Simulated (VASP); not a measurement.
Here is a VASP 6.6.1 calculation.

INCAR

```
PREC = Accurate
ENCUT = 520
EDIFF = 1E-7
ISMEAR = -1
SIGMA = 0.05
LREAL = Auto
LASPH = True
NELM = 150
ALGO = Normal
ISIF = 2
LWAVE = False
LCHARG = True
ISPIN = 2
MAGMOM = 0 0 0 0 0 0 0 0 0 0 0 0 0 0 0 0 0 0 0 0 0 0 0 0 0 0 0 0 0 0 0 0 0 0 0 0 0 0 0 0 0 0 0 0 0 0 0 0 0 0 0 0 0 0 0 0 0 0 0 0 0 0 0
LORBIT = 11
GGA = PE
LELF = True
LVHAR = True
NBANDS = 172
```

The input KPOINTS:

```
Automatic mesh
0
Gamma
  1 1 1
```

File POSCAR:

```
GaSi62
1.0
   10.8600000000      0.0000000000      0.0000000000
    0.0000000000     10.8600000000      0.0000000000
    0.0000000000      0.0000000000     10.8600000000
Si Ga
62 1
Direct
    0.4990896869      0.0004369245      0.0011699816
    0.6257294659      0.1238063536      0.1269128913
    0.7486683241      0.2508113260      0.0011494475
    0.8752755985      0.3750422652      0.1243786372
    0.7511275322     -0.0016626151      0.2521790055
    0.8775050645      0.1182212707      0.3809885820
   -0.0011920810      0.0000802947     -0.0012307551
    0.1263982505      0.1250621547      0.1242281768
    0.2486671271      0.2520218232     -0.0015018416
    0.3748663904      0.3746501842      0.1246861878
    0.4972231123      0.5010335175     -0.0015562615
    0.6243825046      0.6231089319      0.1241941068
    0.7495569061      0.7506286372     -0.0012099448
    0.8749341621      0.8746562615      0.1246437385
    0.2513682320      0.0006248619      0.2486860958
    0.3770281768      0.1238534070      0.3755691529
    0.4998964088      0.2495843462      0.2497511971
    0.6258389503      0.3722418969      0.3756202578
    0.7488112339      0.4981837937      0.2488628913
    0.8741569982      0.6232838858      0.3732662063
    0.5022708103     -0.0016277164      0.5009932781
    0.6309325046      0.1183849908      0.6274127072
    0.7511811234      0.2468841621      0.5010835175
    0.8748559853      0.3746102210      0.6246563536
    0.7576378453     -0.0079923573      0.7550244936
    0.8741718232      0.1262896869      0.8764172192
   -0.0026466851      0.5047722836     -0.0056733886
    0.1232074586      0.6262593923      0.1219786372
    0.2436639963      0.7524084715     -0.0063678637
    0.3740741252      0.8741663904      0.1238616943
   -0.0004141805      0.2479819521      0.2513529466
    0.1262910681      0.3753703499      0.3740863720
    0.2486531308      0.5010114180      0.2471197053
    0.3743823204      0.6229688766      0.3744065378
    0.5010988950      0.7497190608      0.2510774401
    0.6308163904      0.8721018416      0.3807174954
    0.0055372928     -0.0079733886      0.5074184162
    0.1266928177      0.1264159300      0.6240617864
    0.2512980663      0.2509115101      0.4985579190
    0.3743121547      0.3753167587      0.6251817680
    0.4991564457      0.4981178637      0.4987771639
    0.6234337017      0.6233168508      0.6241197974
    0.7576209024      0.7448233886      0.5075361878
    0.2489277164      0.0000991713      0.7487116022
    0.3744413444      0.1249282689      0.8764019337
    0.5012270718      0.2481270718      0.7495679558
    0.6242104972      0.3753489871      0.8761363720
    0.7494764273      0.5005290976      0.7485789134
    0.8744723757      0.6325308471      0.8666240331
   -0.0003372007      0.7498705341      0.2494091160
    0.1265549724      0.8752517495      0.3730583794
   -0.0013085635      0.5006079190      0.4993020258
    0.1159139042      0.6333646409      0.6244541436
    0.2488627072      0.7506231123      0.4993713628
    0.3747411602      0.8746527624      0.6247486188
   -0.0004521179      0.2498299263      0.7494056169
    0.1233013812      0.3769885820      0.8730848987
    0.2439913444      0.5052436464      0.7470754144
    0.3719614180      0.6262892265      0.8730691529
    0.4994740331      0.7498564457      0.7495279006
    0.6234661142      0.8751696133      0.8761351750
    0.1154416206      0.8749845304      0.8653213628
    0.9065280847      0.8450203499      0.6559757827
```

Potentials or basis: VASP PAW PBE potentials, release 64 (Si, Ga_d).

Run with:

```sh
$ cat potpaw_PBE.64/Si/POTCAR potpaw_PBE.64/Ga_d/POTCAR > POTCAR
$ mpirun -np 1 vasp_gam > vasp.out
```

(1) Predict the band gap on the k mesh.

(2) Predict the net moment.

(3) Predict the largest force.

(4) Estimate the pressure.

## Answers

(1) 0.80 eV.

(2) 0.00 μB per cell.

(3) 0.135 eV/Å.

(4) 1.7 GPa.

Caveat: the k points lie up to 0.58 Å⁻¹ apart.
